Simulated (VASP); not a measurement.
A run of VASP 6.6.1 is set up as follows.

Contents of INCAR:

```
ALGO = Fast
EDIFF = 1E-6
ENCUT = 520
GGA = PE
ISIF = 2
ISMEAR = 0
LASPH = T
LCHARG = F
LREAL = F
LWAVE = F
NBANDS = 57
NELM = 60
PREC = Accurate
SIGMA = 0.1
```

The input KPOINTS:

```
k-points
0
Gamma
  8 8 4
```

File POSCAR:

```
TiGe2W4
1.0
    3.7353198991      0.0000000000      0.0000000000
    0.0000000000      3.7353198991      0.0000000000
    0.0000000000      0.0000000000      8.6227983401
Ti Ge W
1 2 4
Direct
    0.5000000000      0.5000000000      0.0000000000
    0.5000000000      0.0000000000      0.7605450222
    0.0000000000      0.5000000000      0.2394549778
    0.5000000000      0.0000000000      0.2461412097
    0.0000000000      0.5000000000      0.7538587903
    0.5000000000      0.5000000000      0.5000000000
    0.0000000000      0.0000000000      0.5000000000
```

Potentials or basis: VASP PAW PBE potentials, release 64 (Ti_sv, Ge_d, W_sv).

The run is started by

```console
$ cat potpaw_PBE.64/Ti_sv/POTCAR potpaw_PBE.64/Ge_d/POTCAR potpaw_PBE.64/W_sv/POTCAR > POTCAR
$ mpirun -np 1 vasp_std > vasp.out
```

Task: What does it give for the pressure?

Result: 0.3 GPa.

Task: What does it give for the largest force?

Result: 0.020 eV/Å.

Task: What does it give for the band gap on the k mesh?

Result: Zero (bands 48 and 49 overlap by 0.45 eV).

Forces on the atoms (eV/Å):
```
Ti   0.000  0.000  0.000
Ge   0.000  0.000  0.017
Ge   0.000  0.000 -0.017
W    0.000  0.000 -0.020
W    0.000  0.000  0.020
W    0.000  0.000  0.000
W    0.000  0.000  0.000
```

Caveat: spin-orbit coupling is left out, which moves the levels of the heavy elements.
